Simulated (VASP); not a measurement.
# Rh (P6_3/mmc) in VASP: a series of runs

Runs on Rh. Level: PBEsol. Tasks: single point, relaxation of cell and atoms.

All numbers are computed with VASP 6.6.1; they aren't measurements. Logs are shortened: lines on timing, memory, paths and dates and some standing lists are left out, and cuts for length are marked.

## Step 1: The cell of the first run

It takes space group P6_3/mmc (No. 194, hexagonal). Conventional cell: a = 2.577 Å, b = 2.577 Å, c = 4.161 Å, α = 90.00°, β = 90.00°, γ = 120.00°. Rh (site symmetry -6m2) has 12 Rh at 2.56 to 2.58 Å within 3.4 Å.

This isn't the form of Rh at room conditions, which is fcc.

## Step 2: Single point, PBEsol

File INCAR:

```
SYSTEM = Rh
PREC = Accurate ; ENCUT = 520
EDIFF = 1E-7 ; ISMEAR = 0
SIGMA = 0.1 ; LREAL = .FALSE.
LASPH = .TRUE. ; NELM = 100
ALGO = Normal ; ISIF = 2
LWAVE = .FALSE. ; LCHARG = .TRUE.
GGA = PS ; LELF = .TRUE.
LVHAR = .TRUE. ; NBANDS = 22
```

File KPOINTS:

```
Automatic mesh
0
G
  18 18 10
  0 0 0
```

File POSCAR:

```
Rh
1.0
    2.5770723451      0.0000000000      0.0000000000
   -1.2885361725      2.2318101182      0.0000000000
    0.0000000000      0.0000000000      4.1607420794
Rh
2
Direct
    0.6666666667      0.3333333333      0.7500000000
    0.3333333333      0.6666666667      0.2500000000
```

Potentials or basis: VASP PAW PBE potentials, release 64 (Rh_pv).

On the command line:

```
$ cat potpaw_PBE.64/Rh_pv/POTCAR > POTCAR
$ mpirun -np 1 vasp_std > vasp.out
```

OUTCAR:

```text
SYSTEM = Rh
   PREC = Accurate
   ENCUT = 520
   EDIFF = 1E-7
   ISMEAR = 0
   LREAL = .FALSE.
   LASPH = .TRUE.
   NELM = 100
   ISIF = 2
   GGA = PS

 ion  position               nearest neighbor table
   1  0.667  0.333  0.750-   2 2.56   2 2.56   2 2.56   2 2.56   2 2.56   2 2.56
   2  0.333  0.667  0.250-   1 2.56   1 2.56   1 2.56   1 2.56   1 2.56   1 2.56

  LATTYP: Found a hexagonal cell.
 ALAT       =     2.5770723451
 C/A-ratio  =     1.6145228081

  Lattice vectors:

 A1 = (   2.5770723451,   0.0000000000,   0.0000000000)
 A2 = (  -1.2885361725,   2.2318101182,   0.0000000000)
 A3 = (   0.0000000000,   0.0000000000,   4.1607420794)

Analysis of symmetry for initial positions (statically):
=====================================================================
 Subroutine PRICEL returns:
 Original cell was already a primitive cell.

 Routine SETGRP: Setting up the symmetry group for a
 hexagonal supercell.

 Subroutine GETGRP returns: Found 24 space group operations
 (whereof 12 operations were pure point group operations)
 out of a pool of 24 trial point group operations.

The static configuration has the point symmetry D_3d.
 The point group associated with its full space group is D_6h.

Analysis of symmetry for dynamics (positions and initial velocities):
=====================================================================
 Subroutine PRICEL returns:
 Original cell was already a primitive cell.

 Routine SETGRP: Setting up the symmetry group for a
 hexagonal supercell.

 Subroutine GETGRP returns: Found 24 space group operations
 (whereof 12 operations were pure point group operations)
 out of a pool of 24 trial point group operations.

The dynamic configuration has the point symmetry D_3d.
 The point group associated with its full space group is D_6h.

 Subroutine INISYM returns: Found 24 space group operations
 (whereof 12 operations are pure point group operations),
 and found     1 'primitive' translations

----------------------------------------------------------------------------------------

                                     Primitive cell

  volume of cell :      23.9307

  direct lattice vectors                    reciprocal lattice vectors
     2.577072345  0.000000000  0.000000000     0.388037224  0.224033396  0.000000000
    -1.288536172  2.231810118  0.000000000     0.000000000  0.448066792  0.000000000
     0.000000000  0.000000000  4.160742079     0.000000000  0.000000000  0.240341742

  length of vectors
     2.577072345  2.577072345  4.160742079     0.448066792  0.448066792  0.240341742

  position of ions in fractional coordinates (direct lattice)
     0.666666667  0.333333333  0.750000000
     0.333333333  0.666666667  0.250000000

  ion indices of the primitive-cell ions
   primitive index   ion index
                 1           1
                 2           2

----------------------------------------------------------------------------------------

 KPOINTS: Automatic mesh

Automatic generation of k-mesh.
 Grid dimensions read from file:
 generate k-points for:   18   18   10

 Generating k-lattice:

  Cartesian coordinates                     Fractional coordinates (reciprocal lattice)
     0.021557624  0.012446300  0.000000000     0.055555556  0.000000000  0.000000000
     0.000000000  0.024892600  0.000000000     0.000000000  0.055555556  0.000000000
     0.000000000  0.000000000  0.024034174     0.000000000  0.000000000  0.100000000

  Length of vectors
     0.024892600  0.024892600  0.024034174

  Shift w.r.t. Gamma in fractional coordinates (k-lattice)
     0.000000000  0.000000000  0.000000000

 Subroutine IBZKPT returns following result:
 ===========================================

 Found    222 irreducible k-points:

 Following reciprocal coordinates:
            Coordinates               Weight
  0.000000  0.000000  0.000000      1.000000
  0.055556  0.000000  0.000000      6.000000
  0.111111  0.000000  0.000000      6.000000
  0.166667  0.000000  0.000000      6.000000
  0.222222  0.000000  0.000000      6.000000
  0.277778  0.000000  0.000000      6.000000
[... 16 lines left out ...]
  0.333333  0.111111  0.000000     12.000000
  0.388889  0.111111  0.000000     12.000000
 [... further k-points ...]
   k-points           NKPTS =    222   k-points in BZ     NKDIM =    222   number of bands    NBANDS=     22
   number of dos      NEDOS =    301   number of ions     NIONS =      2
   total plane-waves  NPLWV =  12800
   dimension x,y,z NGX =    20 NGY =   20 NGZ =   32
   dimension x,y,z NGXF=    40 NGYF=   40 NGZF=   64
   ions per type =               2
   NGX,Y,Z   is equivalent  to a cutoff of  12.90, 12.90, 12.79 a.u.
   NGXF,Y,Z  is equivalent  to a cutoff of  25.80, 25.80, 25.57 a.u.
 SYSTEM =  Rh
   PREC   = accura    normal or accurate (medium, high low for compatibility)
   ISTART =      0    job   : 0-new  1-cont  2-samecut
   ICHARG =      2    charge: 1-file 2-atom 10-const
   ISPIN  =      1    spin polarized calculation?
   LNONCOLLINEAR =      F non collinear calculations
   LSORBIT =      F    spin-orbit coupling
   LASPH  =      T    aspherical Exc in radial PAW
   ENCUT  =  520.0 eV  38.22 Ry    6.18 a.u.   4.79  4.79  7.74*2*pi/ulx,y,z
   NELM   =    100;   NELMIN=  2; NELMDL= -5     # of ELM steps
   EDIFF  = 0.1E-06   stopping-criterion for ELM
   LREAL  =      F    real-space projection
   EDIFFG = 0.1E-05   stopping-criterion for IOM
   NSW    =      0    number of steps for IOM
   IBRION =     -1    ionic relax: 0-MD 1-quasi-New 2-CG
   NFREE  =      0    steps in history (QN), initial steepest desc. (CG)
   ISIF   =      2    stress and relaxation
   ISYM   =      2    0-nonsym 1-usesym 2-fastsym
   POTIM  = 0.5000    time-step for ionic-motion
   TEBEG  =    0.0;   TEEND  =   0.0 temperature during run
   PSTRESS=    0.0 pullay stress
   NELECT =      30.0000    total number of electrons
   NUPDOWN=      -1.0000    fix difference up-down
   EMIN   =  10.00;   EMAX   =-10.00  energy-range for DOS
   EFERMI =   0.00;   METHOD = LEGACY
   ISMEAR =     0;   SIGMA  =   0.10  broadening in eV -4-tet -1-fermi 0-gaus
   EFERMI_NEDOS =   21; number of points for ismear=-14 and -15
   IALGO  =     38    algorithm
   IMIX   =      4    mixing-type and parameters
     AMIX     =   0.40;   BMIX     =  1.00
     AMIX_MAG =   1.60;   BMIX_MAG =  1.00
  volume/ion in A,a.u.               =      11.97        80.75
  Fermi-wavevector in a.u.,A,eV,Ry     =   1.765213  3.335768 42.395424  3.115976
  Thomas-Fermi vector in A             =   2.833038
   LORBIT       =      0    0 simple, 1 ext, 2 COOP (PROOUT), +10 PAW based schemes
   GGA     = PS    functional components
   LHFCALC =     F    Hartree Fock is set to
   AEXX    =    0.0000 exact exchange contribution
   IVDW    =     0    specifies the selected vdW correction
   LEPSILON=     F    determine dielectric tensor
   LRPA    =     F    only Hartree local field effects (RPA)
 non-spin polarized calculation
 Gauss-broadening in eV      SIGMA  =   0.10
  energy-cutoff  :      520.00
  volume of cell :       23.93
 maximum number of plane-waves:       660
 NGX is ok and might be reduce to    20
   NGX =  9   NGY =  9   NGZ = 15

 number of electron      30.0000005 magnetization

 Free energy of the ion-electron system (eV)
  ---------------------------------------------------
  ext. energy  EPLUGINS =         0.00000000
  ---------------------------------------------------
  free energy    TOTEN  =       -15.76646736 eV

  energy without entropy =      -15.75360930  energy(sigma->0) =      -15.76003833

 E-fermi :  14.6356     XC(G=0): -15.1299

 val. band max:       14.6280856934   @ k =   0.2222   0.1667   0.2000
 cond. band min:      14.6403432681   @ k =   0.3889   0.1667   0.2000
 fundamental gap:      0.0122575747
 Fermi energy:        14.6356313671

 k-point     1 :       0.0000    0.0000    0.0000
  band No.  band energies     occupation
      1     -33.2780      2.00000
      2     -32.2195      2.00000
      3     -32.2195      2.00000
      4     -32.0661      2.00000
      5     -32.0504      2.00000
      6     -32.0504      2.00000
[... 14 lines left out ...]
     21      32.7192      0.00000
     22      33.5909      0.00000

 k-point     2 :       0.0556    0.0000    0.0000
  band No.  band energies     occupation
      1     -33.2664      2.00000
      2     -32.2463      2.00000
      3     -32.2282      2.00000
      4     -32.0782      2.00000
      5     -32.0708      2.00000
      6     -32.0543      2.00000
[... 14 lines left out ...]
     21      32.8733      0.00000
     22      33.7779      0.00000

 k-point     3 :       0.1111    0.0000    0.0000
  band No.  band energies     occupation
      1     -33.2322      2.00000
      2     -32.3233      2.00000
      3     -32.2528      2.00000
      4     -32.1574      2.00000
      5     -32.0851      2.00000
      6     -32.0660      2.00000
[... 14 lines left out ...]
     21      33.2805      0.00000
     22      34.2001      0.00000

 k-point     4 :       0.1667    0.0000    0.0000
  band No.  band energies     occupation
      1     -33.1777      2.00000
      2     -32.4411      2.00000
      3     -32.2896      2.00000
      4     -32.2765      2.00000
      5     -32.1092      2.00000
      6     -32.0846      2.00000
[... 14 lines left out ...]
     21      33.5701      0.00000
     22      34.2876      0.00000

 k-point     5 :       0.2222    0.0000    0.0000
  band No.  band energies     occupation
      1     -33.1062      2.00000
      2     -32.5856      2.00000
      3     -32.4192      2.00000
      4     -32.3334      2.00000
      5     -32.1431      2.00000
      6     -32.1084      2.00000
[... 14 lines left out ...]
     21      32.7292      0.00000
     22      33.7269      0.00000

 k-point     6 :       0.2778    0.0000    0.0000
  band No.  band energies     occupation
      1     -33.0227      2.00000
      2     -32.7390      2.00000
      3     -32.5672      2.00000
      4     -32.3789      2.00000
      5     -32.1865      2.00000
      6     -32.1346      2.00000
[... 14 lines left out ...]
     21      31.6376      0.00000
     22      32.1646      0.00000

 k-point     7 :       0.3333    0.0000    0.0000
  band No.  band energies     occupation
      1     -32.9336      2.00000
      2     -32.8826      2.00000
      3     -32.7028      2.00000
      4     -32.4207      2.00000
      5     -32.2379      2.00000
      6     -32.1597      2.00000
[... 324 lines left out ...]
      6     -32.1513      2.00000
[... 14 lines left out ...]
     21      31.5542      0.00000
     22      32.8063      0.00000

 k-point    21 :       0.2222    0.1111    0.0000
  band No.  band energies     occupation
      1     -32.9954      2.00000
      2     -32.7346      2.00000
      3     -32.6314      2.00000
      4     -32.3828      2.00000
      5     -32.2016      2.00000
      6     -32.1871      2.00000
[... 14 lines left out ...]
     21      30.3688      0.00000
     22      31.8214      0.00000

 k-point    22 :       0.2778    0.1111    0.0000
  band No.  band energies     occupation
      1     -32.9080      2.00000
      2     -32.8675      2.00000
      3     -32.7291      2.00000
      4     -32.4460      2.00000
      5     -32.2534      2.00000
      6     -32.2194      2.00000
[... 14 lines left out ...]
     21      29.1670      0.00000
     22      31.0044      0.00000

 k-point    23 :       0.3333    0.1111    0.0000
  band No.  band energies     occupation
      1     -32.9758      2.00000
      2     -32.8231      2.00000
      3     -32.8074      2.00000
      4     -32.4970      2.00000
      5     -32.3093      2.00000
      6     -32.2455      2.00000
[... 14 lines left out ...]
     21      28.0888      0.00000
     22      30.3599      0.00000

 k-point    24 :       0.3889    0.1111    0.0000
  band No.  band energies     occupation
      1     -33.0461      2.00000
      2     -32.8584      2.00000
      3     -32.7545      2.00000
      4     -32.5297      2.00000
      5     -32.3589      2.00000
      6     -32.2624      2.00000
[... 14 lines left out ...]
     21      27.3215      0.00000
     22      29.8875      0.00000

 [... further k-points ...]

------------------------ aborting loop because EDIFF is reached ----------------------------------------

  FORCE on cell =-STRESS in cart. coord.  units (eV):
  Direction    XX          YY          ZZ          XY          YZ          ZX
  --------------------------------------------------------------------------------------
  -------------------------------------------------------------------------------------
  Total        7.4516406      7.4516406      7.4736726      0.0000000     -0.0000000      0.0000000
  in kB      498.8934847    498.8934847    500.3685494      0.0000000     -0.0000000      0.0000000
  external PRESSURE =     499.3851730 kB  Pullay stress =       0.0000000 kB

 VOLUME and BASIS-vectors are now :
 -----------------------------------------------------------------------------
  energy-cutoff  :      520.00
  volume of cell :       23.93
      direct lattice vectors                 reciprocal lattice vectors
     2.577072345  0.000000000  0.000000000     0.388037224  0.224033396  0.000000000
    -1.288536172  2.231810118  0.000000000     0.000000000  0.448066792  0.000000000
     0.000000000  0.000000000  4.160742079     0.000000000  0.000000000  0.240341742

 POSITION                                       TOTAL-FORCE (eV/Angst)
 -----------------------------------------------------------------------------------
      1.28854      0.74394      3.12056        -0.000000      0.000000      0.000000
     -0.00000      1.48787      1.04019         0.000000     -0.000000      0.000000
 -----------------------------------------------------------------------------------
    total drift:                               -0.000000      0.000000     -0.000000

  FREE ENERGIE OF THE ION-ELECTRON SYSTEM (eV)
  ---------------------------------------------------
  free  energy   TOTEN  =       -15.7664673646 eV

  energy  without entropy=      -15.7536093027  energy(sigma->0) =      -15.76003833
```

Wall time 41 s (1 thread of Intel Xeon 6975P-C (Granite Rapids), shared host); peak memory 0.21 GiB.

Results:

```yaml
Free_energy: -15.7665 eV
Pressure: 49.9 GPa
Band_gap_on_the_k_mesh: zero (bands 15 and 16 overlap by 3.06 eV)
```

Stress tensor (GPa, compression positive):
```
49.89  0.00  0.00
 0.00 49.89  0.00
 0.00  0.00 50.04
```

Levels at points of the mesh, in eV from the Fermi level:
| k point | band 11 | band 12 | band 13 | band 14 | band 15 | band 16 | band 17 | band 18 | band 19 | band 20 |
| --- | --- | --- | --- | --- | --- | --- | --- | --- | --- | --- |
| (0.00, 0.00, 0.00) | -3.82 | -3.15 | -3.15 | -2.42 | -2.42 | 0.14 | 0.14 | 0.52 | 10.09 | 15.67 |
| (0.50, 0.00, 0.00) | -3.38 | -2.79 | -2.70 | 0.54 | 0.82 | 0.94 | 3.50 | 5.89 | 11.38 | 11.94 |
| (0.00, 0.00, 0.50) | -3.95 | -3.95 | -3.95 | -3.95 | -0.55 | -0.55 | -0.55 | -0.55 | 15.05 | 15.05 |
| (0.50, 0.00, 0.50) | -2.14 | -2.14 | -0.47 | -0.47 | 0.78 | 0.78 | 2.89 | 2.89 | 10.75 | 10.75 |

Caveat: the cell stands under pressure; the PAW data sets were made with another functional, which shifts forces and pressure a little.

## Step 3: Single point, PBEsol

This run uses another cell than the first one, of 12.62 Å³/atom.

File INCAR:

```
PREC = Accurate
ENCUT = 520
EDIFF = 1E-7
ISMEAR = 0
SIGMA = 0.1
LREAL = False
LASPH = True
NELM = 60
ALGO = Fast
ISIF = 2
LWAVE = False
LCHARG = False
GGA = PS
NBANDS = 22
```

File KPOINTS:

```
Automatic mesh
0
Gamma
  18 18 10
```

File POSCAR:

```
Rh
1.0
    2.6242312414      0.0000000000      0.0000000000
   -1.3121156207      2.2726509205      0.0000000000
    0.0000000000      0.0000000000      4.2322955559
Rh
2
Direct
    0.6666666667      0.3333333333      0.7500000000
    0.3333333333      0.6666666667      0.2500000000
```

Potentials or basis: VASP PAW PBE potentials, release 64 (Rh_pv).

On the command line:

```
$ cat potpaw_PBE.64/Rh_pv/POTCAR > POTCAR
$ mpirun -np 1 vasp_std > vasp.out
```

It took 57 s on 1 thread of Intel Xeon 6975P-C (Granite Rapids), shared host; peak memory 0.21 GiB.

It converged, with:

```yaml
Free_energy: -16.0687 eV
Pressure: 25.0 GPa
Band_gap_on_the_k_mesh: zero (bands 15 and 16 overlap by 2.82 eV)
```

Stress tensor (GPa, compression positive):
```
24.93  0.00  0.00
 0.00 24.93  0.00
 0.00  0.00 25.00
```

Levels at points of the mesh, in eV from the Fermi level:
```tsv
k point	band 13	band 14	band 15	band 16	band 17	band 18
(0.00, 0.00, 0.00)	-2.89	-2.24	-2.24	0.14	0.14	0.57
(0.50, 0.00, 0.00)	-2.52	0.48	0.74	0.85	3.28	5.56
(0.00, 0.00, 0.50)	-3.64	-3.64	-0.51	-0.51	-0.51	-0.51
(0.50, 0.00, 0.50)	-0.42	-0.42	0.70	0.70	2.76	2.76
```

Caveat: the cell stands under pressure; the PAW data sets were made with another functional, which shifts forces and pressure a little.

## Step 4: Single point, PBEsol

This run uses another cell than the first one, of 13.06 Å³/atom.

File INCAR:

```
ALGO = Normal ; EDIFF = 1E-6
ENCUT = 520 ; GGA = PS
ISIF = 2 ; ISMEAR = 0
LASPH = True ; LCHARG = False
LREAL = False ; LWAVE = False
NBANDS = 22 ; NELM = 80
PREC = Accurate ; SIGMA = 0.1
```

File KPOINTS:

```
k-points
0
Gamma
  18 18 10
```

File POSCAR:

```
Rh
1.0
    2.6547640867      0.0000000000      0.0000000000
   -1.3273820433      2.2990931401      0.0000000000
    0.0000000000      0.0000000000      4.2782808099
Rh
2
Direct
    0.6666666667      0.3333333333      0.7500000000
    0.3333333333      0.6666666667      0.2500000000
```

On the command line:

```
$ cat potpaw_PBE.64/Rh_pv/POTCAR > POTCAR
$ mpirun -np 1 vasp_std > vasp.out
```

Run time: 38 s. Hardware: 1 thread of Intel Xeon 6975P-C (Granite Rapids), shared host; peak memory 0.21 GiB.

The run converged. Its results:

```
Free energy            : -16.1684 eV
Pressure               : 11.8 GPa
Band gap on the k mesh : zero (bands 15 and 16 overlap by 2.67 eV)
```

Levels at points of the mesh, in eV from the Fermi level:
| k point | band 11 | band 12 | band 13 | band 14 | band 15 | band 16 | band 17 | band 18 | band 19 | band 20 |
| --- | --- | --- | --- | --- | --- | --- | --- | --- | --- | --- |
| (0.00, 0.00, 0.00) | -3.33 | -2.74 | -2.74 | -2.13 | -2.13 | 0.13 | 0.13 | 0.61 | 9.15 | 15.77 |
| (0.50, 0.00, 0.00) | -2.95 | -2.44 | -2.41 | 0.45 | 0.70 | 0.79 | 3.16 | 5.36 | 10.66 | 11.20 |
| (0.00, 0.00, 0.50) | -3.45 | -3.45 | -3.45 | -3.45 | -0.48 | -0.48 | -0.48 | -0.48 | 14.96 | 14.96 |
| (0.50, 0.00, 0.50) | -1.86 | -1.86 | -0.39 | -0.39 | 0.66 | 0.66 | 2.70 | 2.70 | 9.79 | 9.79 |

Caveat: the cell stands under pressure; the PAW data sets were made with another functional, which shifts forces and pressure a little.

(Continued in part 2 of 2.)
